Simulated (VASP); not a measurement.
Here is a VASP 6.6.1 calculation.

Contents of INCAR:

```
ALGO     = Normal         # electronic algorithm
EDIFF    = 1E-6           # SCF threshold, eV
ENCUT    = 520            # plane-wave cutoff, eV
ISIF     = 2              # what is computed and relaxed
ISMEAR   = 0              # smearing method
LASPH    = True           # aspherical terms in the spheres
LCHARG   = True           # write CHGCAR
LELF     = True           # ELF
LREAL    = False          # projectors in reciprocal space
LVHAR    = True         
LWAVE    = False          # write WAVECAR
NBANDS   = 8              # bands
NELM     = 100            # most SCF steps
PREC     = Accurate       # precision mode
SIGMA    = 0.15           # smearing width, eV
```

The input KPOINTS:

```
k-points
0
Gamma
  24 24 20
```

Contents of POSCAR:

```
Si
1.0
    2.6205428149      0.0000000000      0.0000000000
   -1.3102714075      2.2694566494      0.0000000000
    0.0000000000      0.0000000000      2.5156814778
Si
1
Direct
    0.0000000000      0.0000000000      0.0000000000
```

Potentials or basis: VASP PAW LDA potentials, release 64 (Si).

Command:

```sh
$ cat potpaw_LDA.64/Si/POTCAR > POTCAR
$ mpirun -np 1 vasp_std > vasp.out
```

Q: Predict the band gap on the k mesh.

A: Zero (bands 2 and 3 overlap by 11.62 eV).

Q: Estimate the pressure.

A: -3.0 GPa.

Stress tensor (GPa, compression positive):
```
-1.13  0.00  0.00
 0.00 -1.13  0.00
 0.00  0.00 -6.73
```

Caveat: the cell differs from its parent crystal (strain +0.0200 x Voigt [0, 0, 1, 0, 0, 0]).
